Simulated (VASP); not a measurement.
Input of a VASP 6.6.1 run:

File INCAR:

```
ALGO     = Normal         # electronic algorithm
EDIFF    = 1E-6           # SCF threshold, eV
ENCUT    = 520            # plane-wave cutoff, eV
ISIF     = 2              # what is computed and relaxed
ISMEAR   = -1             # smearing method
LASPH    = T              # aspherical terms in the spheres
LCHARG   = T              # write CHGCAR
LELF     = T              # ELF
LREAL    = F              # projectors in reciprocal space
LVHAR    = T            
LWAVE    = F              # write WAVECAR
NBANDS   = 9              # bands
NELM     = 60             # most SCF steps
PREC     = Accurate       # precision mode
SIGMA    = 0.1            # smearing width, eV
```

KPOINTS

```
k-points
0
Gamma
  13 13 13
```

File POSCAR:

```
Te
1.0
   -1.9533121805      1.9533121805      1.9533121805
    1.9533121805     -1.9533121805      1.9533121805
    1.9533121805      1.9533121805     -1.9533121805
Te
1
Direct
    0.0000000000      0.0000000000      0.0000000000
```

Potentials or basis: VASP PAW LDA potentials, release 64 (Te).

Command:

```bash
$ cat potpaw_LDA.64/Te/POTCAR > POTCAR
$ mpirun -np 1 vasp_std > vasp.out
```

Task: Estimate the band gap on the k mesh.

Result: Zero (bands 3 and 4 overlap by 5.46 eV).

Task: Estimate the pressure.

Result: -6.0 GPa.

Caveat: the cell stands under tension; spin-orbit coupling is left out, which moves the levels of the heavy elements.
